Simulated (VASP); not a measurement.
Here is a VASP 6.6.1 calculation.

File INCAR:

```
  PREC = Accurate
  ENCUT = 520
  EDIFF = 1E-6
  ISMEAR = 0
  SIGMA = 0.15
  LREAL = Auto
  LASPH = T
  NELM = 100
  ALGO = Normal
  ISIF = 2
  LWAVE = F
  LCHARG = F
  GGA = CA
  NBANDS = 91
```

Contents of KPOINTS:

```
regular mesh
0
Gamma
  4 4 1
```

File POSCAR:

```
H2W8C8O
1.0
    5.6955400000      0.0000000000      0.0000000000
   -2.8477700000      4.9324820000      0.0000000000
    0.0000000000      0.0000000000     17.1959050000
W C O H
8 8 1 2
Direct
    0.0000000000      0.0000000000      0.0581534000
    0.0048669312      0.0034102961      0.2188895041
    0.0000000000      0.5000000000      0.0581534000
    0.0037482197      0.5065900090      0.2233917429
    0.5000000000      0.0000000000      0.0581534000
    0.4992483484      0.0045212812      0.2212419739
    0.5000000000      0.5000000000      0.0581534000
    0.5015993361      0.5033751651      0.2229151237
    0.3334050600      0.1662698325      0.1347041747
    0.3293263145      0.1642137093      0.2947077935
    0.3291146213      0.6669323256      0.1348340921
    0.3601577045      0.6840871064      0.2883119914
    0.8329461778      0.1683628237      0.1353149428
    0.8457212609      0.1513998050      0.3015309055
    0.8334852267      0.6643927924      0.1356389800
    0.8427634611      0.6869453026      0.2943319644
    0.9176798236      0.3145132106      0.3537710757
    0.8358222852      0.6733289401      0.3578708496
    0.3359267139      0.1740145595      0.3583583185
```

Potentials or basis: VASP PAW LDA potentials, release 64 (W_sv, C, O, H).

Command:

```console
$ cat potpaw_LDA.64/W_sv/POTCAR potpaw_LDA.64/C/POTCAR potpaw_LDA.64/O/POTCAR potpaw_LDA.64/H/POTCAR > POTCAR
$ mpirun -np 1 vasp_std > vasp.out
```

Q: Predict the band gap on the k mesh.

A: Zero (bands 76 and 77 overlap by 0.89 eV).

Q: What does it give for the largest force?

A: 0.739 eV/Å.

Forces on the atoms (eV/Å):
```
W   -0.121  0.052 -0.293
W   -0.028  0.026  0.004
W   -0.085 -0.040  0.118
W    0.010 -0.016 -0.002
W    0.110  0.049 -0.315
W    0.030  0.058 -0.029
W    0.066 -0.065 -0.041
W    0.018 -0.010 -0.045
C    0.013  0.005  0.009
C   -0.012 -0.004  0.118
C    0.007  0.002  0.017
C   -0.017 -0.031  0.172
C    0.006  0.002  0.002
C    0.038 -0.502 -0.461
C    0.004  0.004  0.010
C   -0.015 -0.009  0.090
O   -0.022  0.474  0.566
H   -0.003  0.003  0.049
H    0.002  0.002  0.031
```

Caveat: there is no dipole correction, which matters where the two faces differ; spin-orbit coupling is left out, which moves the levels of the heavy elements.
